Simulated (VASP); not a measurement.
Crystal: SiO2.

```xyz
6
Lattice="4.4971 0.0000 0.0000 0.0000 4.4971 0.0000 0.0000 0.0000 2.4900" Properties=species:S:1:pos:R:3 pbc="T T T"
Si    2.2485    2.2485    1.2450
Si    0.0000    0.0000    0.0000
O     3.1229    3.1229    0.0000
O     0.8743    3.6227    1.2450
O     1.3742    1.3742    0.0000
O     3.6227    0.8743    1.2450
```

This cell differs from its parent crystal: volume 8.393 Å^3 an atom, c/a of the conventional cell 0.5537.

Base run:

* Program: VASP 6.6.1
* Functional: LDA
* Potentials or basis: VASP PAW LDA potentials, release 64 (Si, O_h)
* Cutoff: 910 eV
* k mesh: 6 × 6 × 10
* Occupations: gaussian, width 0.05 eV
* Spin: no spin polarisation

Its results: band gap on the k mesh 4.43 eV, direct; pressure -15.8 GPa; largest force 1.851 eV/Å.

Problem. The run is repeated on the same cell with these changes: potentials or basis from VASP PAW LDA potentials, release 64 (Si, O_h) to VASP PAW LDA potentials, release 64 (Si, O); cutoff from 910 eV to 520 eV. What comes out?

Solution. Band gap on the k mesh 4.41 eV, direct; pressure -15.1 GPa; largest force 1.813 eV/Å.

Caveats: forces of over 1 eV/Å act on the atoms, so gaps and moduli don't describe the material at rest; the cutoff is under 1.25 times the usual one of these potentials, so pressure, stress and relaxed cells hold a basis-set (Pulay) error (some runs).

A k mesh can miss the band edges.
